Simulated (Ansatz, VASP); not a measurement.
# One calculation of C, two programs

Contents of POSCAR:

```
C
1.0
    0.0000000000      1.8826768702      1.6002753396
    1.8826768702      0.0000000000      1.6002753396
    1.8826768702      1.8826768702      0.0000000000
C
2
Direct
    0.5000000000      0.5000000000      0.5000000000
    0.7500000000      0.7500000000      0.7500000000
```

Contents of INCAR.step1:

```
SYSTEM = C
PREC = Accurate
ENCUT = 520
ISMEAR = 0
SIGMA = 0.05
LREAL = .False.
LASPH = .True.
NELM = 100
NBANDS = 11
GGA = PE
ALGO = Normal
EDIFF = 1E-4
LWAVE = .True.
LCHARG = .False.
```

Contents of INCAR.step2:

```
SYSTEM = C
PREC = Accurate
ENCUT = 520
EDIFF = 1E-6
ISMEAR = 0
SIGMA = 0.05
LREAL = .False.
LASPH = .True.
NELM = 100
ALGO = Normal
ISIF = 2
LWAVE = .False.
LCHARG = .True.
METAGGA = R2SCAN
LMIXTAU = .True.
LELF = .True.
LVHAR = .True.
NBANDS = 11
ISTART = 1
```

The input KPOINTS:

```
Automatic mesh
0
Gamma
  12 12 12
  0 0 0
```

Input for Ansatz:

```yaml
crystal:
  lattice:
    - [0.0, 1.8826768702, 1.6002753396]
    - [1.8826768702, 0.0, 1.6002753396]
    - [1.8826768702, 1.8826768702, 0.0]
  atoms:
    - { symbol: C, position: [0.5, 0.5, 0.5] }
    - { symbol: C, position: [0.75, 0.75, 0.75] }
basis:
  ecutwfc: 500
kpoints:
  mp_grid: { grid: [12, 12, 12] }
hamiltonian:
  xc: r2scan
scf:
  occupations: { method: gaussian, width: 0.05 }
output:
  forces: true
  stress: true
  eigenvalues: true
```

Alike in both runs: task single point; functional r2SCAN; k mesh 12 × 12 × 12; occupations gaussian, width 0.05 eV; no spin polarisation.

|  | VASP | Ansatz |
| --- | --- | --- |
| version | VASP 6.6.1 | Ansatz 0.2.0 |
| potentials or method | VASP PAW PBE potentials, release 64 (C), cutoff 520 eV | scalar-relativistic, plane waves, PAW |
| valence electrons in the cell | 8 | 8 |

```tsv
	VASP	Ansatz	Ansatz less VASP
gap on the k mesh at the Fermi level (eV)	0.32	0.34	+0.026
least direct gap on the mesh (eV)	3.24	3.28	+0.044
pressure (GPa)	-0.6	-1.7	-1.07
traceless stress, the component that is largest in VASP (GPa)	88.35	88.49	+0.143
```

VASP's potentials were made for PBE, not for r2SCAN.
